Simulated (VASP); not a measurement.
# CdSe (F-43m) in VASP: notebook

Runs on CdSe. Level: PBEsol. Tasks: single point, relaxation of cell and atoms.

All numbers are computed with VASP 6.6.1; they aren't measurements. Logs are shortened: lines on timing, memory, paths and dates and some standing lists are left out, and cuts for length are marked.

**1. The cell of the first run**

The structure is cubic, space group F-43m (No. 216). Conventional cell: a = 5.641 Å, b = 5.641 Å, c = 5.641 Å, α = 90.00°, β = 90.00°, γ = 90.00°. Within 3.2 Å of Cd (site symmetry -43m) lie 4 Se at 2.44 Å. Within 3.2 Å of Se (site symmetry -43m) lie 4 Cd at 2.44 Å.

**2. Single point, PBEsol**

Input file INCAR:

```
PREC = Accurate ; ENCUT = 500
EDIFF = 1E-6 ; ISMEAR = 0
SIGMA = 0.01 ; LREAL = F
LASPH = T ; NELM = 120
ALGO = Normal ; ISIF = 2
LWAVE = F ; LCHARG = F
GGA = PS ; NBANDS = 16
GGA_COMPAT = F
```

Input file KPOINTS:

```
regular mesh
0
Gamma
  6 6 6
```

Input file POSCAR:

```
CdSe
1.0
    0.0000000000      2.8205679176      2.8205679176
    2.8205679176      0.0000000000      2.8205679176
    2.8205679176      2.8205679176      0.0000000000
Cd Se
1 1
Direct
    0.0000000000      0.0000000000      0.0000000000
    0.7500000000      0.7500000000      0.7500000000
```

Potentials or basis: VASP PAW PBE potentials, release 64 (Cd, Se).

Launch:

```console
$ cat potpaw_PBE.64/Cd/POTCAR potpaw_PBE.64/Se/POTCAR > POTCAR
$ mpirun -np 1 vasp_std > vasp.out
```

OUTCAR:

```text
PREC = Accurate
   ENCUT = 500
   EDIFF = 1E-6
   ISMEAR = 0
   LREAL = F
   LASPH = T
   NELM = 120
   ISIF = 2
   GGA = PS

 ion  position               nearest neighbor table
   1  0.000  0.000  0.000-   2 2.44   2 2.44   2 2.44   2 2.44
   2  0.750  0.750  0.750-   1 2.44   1 2.44   1 2.44   1 2.44

  LATTYP: Found a face centered cubic cell.
 ALAT       =     5.6411358352

  Lattice vectors:

 A1 = (   0.0000000000,   2.8205679176,   2.8205679176)
 A2 = (   2.8205679176,   0.0000000000,   2.8205679176)
 A3 = (   2.8205679176,   2.8205679176,   0.0000000000)

Analysis of symmetry for initial positions (statically):
=====================================================================
 Subroutine PRICEL returns:
 Original cell was already a primitive cell.

 Routine SETGRP: Setting up the symmetry group for a
 face centered cubic supercell.

 Subroutine GETGRP returns: Found 24 space group operations
 (whereof 24 operations were pure point group operations)
 out of a pool of 48 trial point group operations.

The static configuration has the point symmetry T_d .

Analysis of symmetry for dynamics (positions and initial velocities):
=====================================================================
 Subroutine PRICEL returns:
 Original cell was already a primitive cell.

 Routine SETGRP: Setting up the symmetry group for a
 face centered cubic supercell.

 Subroutine GETGRP returns: Found 24 space group operations
 (whereof 24 operations were pure point group operations)
 out of a pool of 48 trial point group operations.

The dynamic configuration has the point symmetry T_d .

 Subroutine INISYM returns: Found 24 space group operations
 (whereof 24 operations are pure point group operations),
 and found     1 'primitive' translations

----------------------------------------------------------------------------------------

                                     Primitive cell

  volume of cell :      44.8786

  direct lattice vectors                    reciprocal lattice vectors
     0.000000000  2.820567918  2.820567918    -0.177269264  0.177269264  0.177269264
     2.820567918  0.000000000  2.820567918     0.177269264 -0.177269264  0.177269264
     2.820567918  2.820567918  0.000000000     0.177269264  0.177269264 -0.177269264

  length of vectors
     3.988885403  3.988885403  3.988885403     0.307039373  0.307039373  0.307039373

  position of ions in fractional coordinates (direct lattice)
     0.000000000  0.000000000  0.000000000
     0.750000000  0.750000000  0.750000000

  ion indices of the primitive-cell ions
   primitive index   ion index
                 1           1
                 2           2

----------------------------------------------------------------------------------------

 KPOINTS: regular mesh

Automatic generation of k-mesh.
 Grid dimensions read from file:
 generate k-points for:    6    6    6

 Generating k-lattice:

  Cartesian coordinates                     Fractional coordinates (reciprocal lattice)
    -0.029544877  0.029544877  0.029544877     0.166666667  0.000000000  0.000000000
     0.029544877 -0.029544877  0.029544877     0.000000000  0.166666667  0.000000000
     0.029544877  0.029544877 -0.029544877     0.000000000  0.000000000  0.166666667

  Length of vectors
     0.051173229  0.051173229  0.051173229

  Shift w.r.t. Gamma in fractional coordinates (k-lattice)
     0.000000000  0.000000000  0.000000000

 Subroutine IBZKPT returns following result:
 ===========================================

 Found     16 irreducible k-points:

 Following reciprocal coordinates:
            Coordinates               Weight
  0.000000  0.000000  0.000000      1.000000
  0.166667  0.000000  0.000000      8.000000
  0.333333  0.000000  0.000000      8.000000
  0.500000  0.000000  0.000000      4.000000
  0.166667  0.166667  0.000000      6.000000
  0.333333  0.166667  0.000000     24.000000
[... 8 lines left out ...]
 -0.333333  0.333333  0.166667     24.000000
 -0.333333  0.500000  0.166667     12.000000
   k-points           NKPTS =     16   k-points in BZ     NKDIM =     16   number of bands    NBANDS=     16
   number of dos      NEDOS =    301   number of ions     NIONS =      2
   total plane-waves  NPLWV =  27000
   dimension x,y,z NGX =    30 NGY =   30 NGZ =   30
   dimension x,y,z NGXF=    60 NGYF=   60 NGZF=   60
   ions per type =               1   1
   NGX,Y,Z   is equivalent  to a cutoff of  12.50, 12.50, 12.50 a.u.
   NGXF,Y,Z  is equivalent  to a cutoff of  25.01, 25.01, 25.01 a.u.
 SYSTEM =  unknown system
   PREC   = accura    normal or accurate (medium, high low for compatibility)
   ISTART =      0    job   : 0-new  1-cont  2-samecut
   ICHARG =      2    charge: 1-file 2-atom 10-const
   ISPIN  =      1    spin polarized calculation?
   LNONCOLLINEAR =      F non collinear calculations
   LSORBIT =      F    spin-orbit coupling
   LASPH  =      T    aspherical Exc in radial PAW
   ENCUT  =  500.0 eV  36.75 Ry    6.06 a.u.   7.27  7.27  7.27*2*pi/ulx,y,z
   NELM   =    120;   NELMIN=  2; NELMDL= -5     # of ELM steps
   EDIFF  = 0.1E-05   stopping-criterion for ELM
   LREAL  =      F    real-space projection
   EDIFFG = 0.1E-04   stopping-criterion for IOM
   NSW    =      0    number of steps for IOM
   IBRION =     -1    ionic relax: 0-MD 1-quasi-New 2-CG
   NFREE  =      0    steps in history (QN), initial steepest desc. (CG)
   ISIF   =      2    stress and relaxation
   ISYM   =      2    0-nonsym 1-usesym 2-fastsym
   POTIM  = 0.5000    time-step for ionic-motion
   TEBEG  =    0.0;   TEEND  =   0.0 temperature during run
   PSTRESS=    0.0 pullay stress
   NELECT =      18.0000    total number of electrons
   NUPDOWN=      -1.0000    fix difference up-down
   EMIN   =  10.00;   EMAX   =-10.00  energy-range for DOS
   EFERMI =   0.00;   METHOD = LEGACY
   ISMEAR =     0;   SIGMA  =   0.01  broadening in eV -4-tet -1-fermi 0-gaus
   EFERMI_NEDOS =   21; number of points for ismear=-14 and -15
   IALGO  =     38    algorithm
   IMIX   =      4    mixing-type and parameters
     AMIX     =   0.40;   BMIX     =  1.00
     AMIX_MAG =   1.60;   BMIX_MAG =  1.00
  volume/ion in A,a.u.               =      22.44       151.43
  Fermi-wavevector in a.u.,A,eV,Ry     =   1.207311  2.281487 19.831845  1.457600
  Thomas-Fermi vector in A             =   2.342952
   LORBIT       =      0    0 simple, 1 ext, 2 COOP (PROOUT), +10 PAW based schemes
   GGA     = PS    functional components
   LHFCALC =     F    Hartree Fock is set to
   AEXX    =    0.0000 exact exchange contribution
   IVDW    =     0    specifies the selected vdW correction
   LEPSILON=     F    determine dielectric tensor
   LRPA    =     F    only Hartree local field effects (RPA)
 non-spin polarized calculation
 Gauss-broadening in eV      SIGMA  =   0.01
  energy-cutoff  :      500.00
  volume of cell :       44.88
 maximum number of plane-waves:      1158
 NGX is ok and might be reduce to    30
   NGX = 15   NGY = 15   NGZ = 15

 number of electron      17.9999993 magnetization

 Free energy of the ion-electron system (eV)
  ---------------------------------------------------
  ext. energy  EPLUGINS =         0.00000000
  ---------------------------------------------------
  free energy    TOTEN  =        -5.55920733 eV

  energy without entropy =       -5.55920733  energy(sigma->0) =       -5.55920733

 E-fermi :   3.0169     XC(G=0): -10.1690

 val. band max:        2.9299172974   @ k =   0.0000   0.0000   0.0000
 cond. band min:       3.8361951376   @ k =   0.0000   0.0000   0.0000
 fundamental gap:      0.9062778402
 Fermi energy:         3.0168861278

 k-point     1 :       0.0000    0.0000    0.0000
  band No.  band energies     occupation
      1     -11.2833      2.00000
      2      -6.1052      2.00000
      3      -6.1052      2.00000
      4      -6.1052      2.00000
      5      -5.4195      2.00000
      6      -5.4195      2.00000
[... 8 lines left out ...]
     15      14.4827      0.00000
     16      14.4827      0.00000

 k-point     2 :       0.1667    0.0000    0.0000
  band No.  band energies     occupation
      1     -11.1314      2.00000
      2      -6.0540      2.00000
      3      -6.0540      2.00000
      4      -6.0060      2.00000
      5      -5.4229      2.00000
      6      -5.4229      2.00000
[... 8 lines left out ...]
     15      13.1870      0.00000
     16      13.6740      0.00000

 k-point     3 :       0.3333    0.0000    0.0000
  band No.  band energies     occupation
      1     -10.8195      2.00000
      2      -5.9696      2.00000
      3      -5.9696      2.00000
      4      -5.5538      2.00000
      5      -5.4025      2.00000
      6      -5.4025      2.00000
[... 8 lines left out ...]
     15      13.8022      0.00000
     16      13.8022      0.00000

 k-point     4 :       0.5000    0.0000    0.0000
  band No.  band energies     occupation
      1     -10.6617      2.00000
      2      -5.9405      2.00000
      3      -5.9405      2.00000
      4      -5.3743      2.00000
      5      -5.3743      2.00000
      6      -4.9167      2.00000
[... 8 lines left out ...]
     15      15.7133      0.00000
     16      15.7133      0.00000

 k-point     5 :       0.1667    0.1667    0.0000
  band No.  band energies     occupation
      1     -11.0811      2.00000
      2      -6.0432      2.00000
      3      -6.0023      2.00000
      4      -6.0023      2.00000
      5      -5.4575      2.00000
      6      -5.3917      2.00000
[... 8 lines left out ...]
     15      14.6857      0.00000
     16      15.7215      0.00000

 k-point     6 :       0.3333    0.1667    0.0000
  band No.  band energies     occupation
      1     -10.8230      2.00000
      2      -5.9606      2.00000
      3      -5.9009      2.00000
      4      -5.7514      2.00000
      5      -5.4129      2.00000
      6      -5.3674      2.00000
[... 8 lines left out ...]
     15      14.8636      0.00000
     16      15.2076      0.00000

 k-point     7 :       0.5000    0.1667    0.0000
  band No.  band energies     occupation
      1     -10.6151      2.00000
      2      -5.9178      2.00000
      3      -5.8605      2.00000
      4      -5.4865      2.00000
      5      -5.3664      2.00000
      6      -4.9165      2.00000
[... 8 lines left out ...]
     15      15.4543      0.00000
     16      15.8392      0.00000

 k-point     8 :      -0.3333    0.1667    0.0000
  band No.  band energies     occupation
      1     -10.6667      2.00000
      2      -5.9159      2.00000
      3      -5.8957      2.00000
      4      -5.4587      2.00000
      5      -5.4251      2.00000
      6      -5.1202      2.00000
[... 8 lines left out ...]
     15      14.5233      0.00000
     16      15.8008      0.00000

 k-point     9 :      -0.1667    0.1667    0.0000
  band No.  band energies     occupation
      1     -10.9259      2.00000
      2      -5.9921      2.00000
      3      -5.9658      2.00000
      4      -5.8202      2.00000
      5      -5.4522      2.00000
      6      -5.3762      2.00000
[... 8 lines left out ...]
     15      14.1113      0.00000
     16      15.6647      0.00000

 k-point    10 :       0.3333    0.3333    0.0000
  band No.  band energies     occupation
      1     -10.6702      2.00000
      2      -5.8811      2.00000
      3      -5.7616      2.00000
      4      -5.7616      2.00000
      5      -5.3357      2.00000
      6      -5.3215      2.00000
[... 8 lines left out ...]
     15      15.2106      0.00000
     16      18.3492      0.00000

 k-point    11 :       0.5000    0.3333    0.0000
  band No.  band energies     occupation
      1     -10.5178      2.00000
      2      -5.8634      2.00000
      3      -5.6960      2.00000
      4      -5.6316      2.00000
      5      -5.3371      2.00000
      6      -4.8731      2.00000
[... 8 lines left out ...]
     15      16.1097      0.00000
     16      17.3374      0.00000

 k-point    12 :      -0.3333    0.3333    0.0000
  band No.  band energies     occupation
      1     -10.5181      2.00000
      2      -5.8772      2.00000
      3      -5.7554      2.00000
      4      -5.5068      2.00000
      5      -5.3989      2.00000
      6      -4.6752      2.00000
[... 8 lines left out ...]
     15      14.1504      0.00000
     16      17.9968      0.00000

 k-point    13 :       0.5000    0.5000    0.0000
  band No.  band energies     occupation
      1     -10.4669      2.00000
      2      -5.8772      2.00000
      3      -5.6177      2.00000
      4      -5.6177      2.00000
      5      -5.3074      2.00000
      6      -4.8295      2.00000
[... 8 lines left out ...]
     15      15.5768      0.00000
     16      17.0672      0.00000

 k-point    14 :       0.5000    0.3333    0.1667
  band No.  band energies     occupation
      1     -10.6185      2.00000
      2      -5.8610      2.00000
      3      -5.8412      2.00000
      4      -5.5936      2.00000
      5      -5.3750      2.00000
      6      -5.0945      2.00000
[... 8 lines left out ...]
     15      16.0324      0.00000
     16      16.8340      0.00000

 k-point    15 :      -0.3333    0.3333    0.1667
  band No.  band energies     occupation
      1     -10.5181      2.00000
      2      -5.8563      2.00000
      3      -5.7843      2.00000
      4      -5.4902      2.00000
      5      -5.4107      2.00000
      6      -4.6633      2.00000
[... 8 lines left out ...]
     15      15.4936      0.00000
     16      16.9140      0.00000

 k-point    16 :      -0.3333    0.5000    0.1667
  band No.  band energies     occupation
      1     -10.4691      2.00000
      2      -5.8350      2.00000
      3      -5.7172      2.00000
      4      -5.5461      2.00000
      5      -5.3757      2.00000
      6      -4.6076      2.00000
[... 8 lines left out ...]
     15      16.5761      0.00000
     16      16.7989      0.00000

------------------------ aborting loop because EDIFF is reached ----------------------------------------

  FORCE on cell =-STRESS in cart. coord.  units (eV):
  Direction    XX          YY          ZZ          XY          YZ          ZX
  --------------------------------------------------------------------------------------
  -------------------------------------------------------------------------------------
  Total        5.8561506      5.8561506      5.8561506     -0.0000000      0.0000000      0.0000000
  in kB      209.0658698    209.0658698    209.0658698     -0.0000000      0.0000000      0.0000000
  external PRESSURE =     209.0658698 kB  Pullay stress =       0.0000000 kB

 VOLUME and BASIS-vectors are now :
 -----------------------------------------------------------------------------
  energy-cutoff  :      500.00
  volume of cell :       44.88
      direct lattice vectors                 reciprocal lattice vectors
     0.000000000  2.820567918  2.820567918    -0.177269264  0.177269264  0.177269264
     2.820567918  0.000000000  2.820567918     0.177269264 -0.177269264  0.177269264
     2.820567918  2.820567918  0.000000000     0.177269264  0.177269264 -0.177269264

 POSITION                                       TOTAL-FORCE (eV/Angst)
 -----------------------------------------------------------------------------------
      0.00000      0.00000      0.00000         0.000000      0.000000      0.000000
      4.23085      4.23085      4.23085        -0.000000     -0.000000     -0.000000
 -----------------------------------------------------------------------------------
    total drift:                               -0.000000     -0.000000     -0.000000

  FREE ENERGIE OF THE ION-ELECTRON SYSTEM (eV)
  ---------------------------------------------------
  free  energy   TOTEN  =        -5.5592073293 eV

  energy  without entropy=       -5.5592073293  energy(sigma->0) =       -5.55920733
```

It took 13 s on 1 thread of Intel Xeon Platinum 8488C (Sapphire Rapids), shared host; peak memory 0.16 GiB.

Results:

- Free energy: -5.5592 eV
- Pressure: 20.9 GPa
- Band gap on the k mesh: 0.91 eV, direct

Levels at points of the mesh, in eV from the valence-band top:
```csv
k point,band 5,band 6,band 7,band 8,band 9,band 10,band 11,band 12,band 13,band 14
"(0.00, 0.00, 0.00)",-8.35,-8.35,0.00,0.00,0.00,0.91,5.73,5.73,5.73,10.45
"(0.50, 0.00, 0.00)",-8.30,-7.85,-6.03,-1.16,-1.16,2.48,6.29,6.29,7.70,10.67
"(0.50, 0.50, 0.00)",-8.24,-7.76,-5.29,-2.81,-2.81,2.47,3.66,10.22,11.48,11.48
```

Caveat: the PAW data sets were made with another functional, which shifts forces and pressure a little.

**3. Relaxation of cell and atoms, PBEsol, target pressure 20 GPa, at which the enthalpy is minimised**

This run uses another cell than the first one, of 28.13 Å³/atom, 1.254 times its volume.

Input file INCAR:

```
SYSTEM = CdSe
  ALGO = Normal
  EDIFF = 1E-7
  EDIFFG = -0.002
  ENCUT = 500
  GGA = PS
  GGA_COMPAT = .False.
  IBRION = 2
  ISIF = 3
  ISMEAR = 0
  LASPH = .True.
  LCHARG = .False.
  LREAL = .False.
  LWAVE = .False.
  NELM = 120
  NELMIN = 4
  NSW = 100
  PREC = Accurate
  PSTRESS = 200.0
  SIGMA = 0.01
```

Input file KPOINTS:

```
k-points
0
Gamma
  6 6 6
  0 0 0
```

Input file POSCAR:

```
CdSe
1.0
    0.0000000000      3.0413209774      3.0413209774
    3.0413209774      0.0000000000      3.0413209774
    3.0413209774      3.0413209774      0.0000000000
Cd Se
1 1
Direct
    0.0000000000      0.0000000000      0.0000000000
    0.7500000000      0.7500000000      0.7500000000
```

Potentials or basis: VASP PAW PBE potentials, release 64 (Cd, Se).

Launch:

```console
$ cat potpaw_PBE.64/Cd/POTCAR potpaw_PBE.64/Se/POTCAR > POTCAR
$ mpirun -np 1 vasp_std > vasp.out
```

Wall time 52 s (1 thread of Intel Xeon Platinum 8488C (Sapphire Rapids), shared host); peak memory 0.19 GiB.

Results (log left out):

```
Free energy                                            : -5.5954 eV
Relaxed volume                                         : 22.57 Å³/atom
Relaxed cell                                           : a = 3.997 Å, b = 3.997 Å, c = 3.997 Å, α = 60.00°, β = 60.00°, γ = 60.00°
Space group after relaxing (to 0.05 Å)                 : F-43m (No. 216)
Energy change on relaxing (the enthalpy is what falls) : +288.5 meV/atom
Ionic steps                                            : 7
Pressure after relaxing                                : 20.0 GPa
Band gap on the k mesh                                 : 0.90 eV, direct
```

The path:
```
step  energy change (eV)  largest force (eV/Å)  pressure (GPa)  volume (Å³)
   1              0.0000                0.0000            0.33        56.26
   2              4.6963                0.0000          105.77        32.56
   3              0.4741                0.0000           17.48        46.03
   4              0.5425                0.0000           19.16        45.43
   5              0.5775                0.0000           20.01        45.15
   6              0.5760                0.0000           19.97        45.16
   7              0.5771                0.0000           20.00        45.15
```

Final structure:
```
Cd Se
1.0
     0.00000    2.82624    2.82624
     2.82624    0.00000    2.82624
     2.82624    2.82624    0.00000
Cd Se
1 1
Direct
  0.00000 0.00000 0.00000
  0.75000 0.75000 0.75000
```

Levels at points of the mesh, in eV from the valence-band top:
```csv
k point,band 6,band 7,band 8,band 9,band 10,band 11,band 12,band 13
"(0.00, 0.00, 0.00)",-8.32,0.00,0.00,0.00,0.90,5.73,5.73,5.73
"(0.50, 0.00, 0.00)",-7.82,-5.98,-1.14,-1.14,2.48,6.30,6.30,7.69
"(0.50, 0.50, 0.00)",-7.74,-5.26,-2.78,-2.78,2.49,3.66,10.18,11.45
```

Caveat: the cell is relaxed towards a set pressure, so the enthalpy falls and the energy may rise; the volume moved by over 15 % at a fixed basis, so the end points are rough; the PAW data sets were made with another functional, which shifts forces and pressure a little. As with any semilocal functional, this PBEsol gap is likely too small.
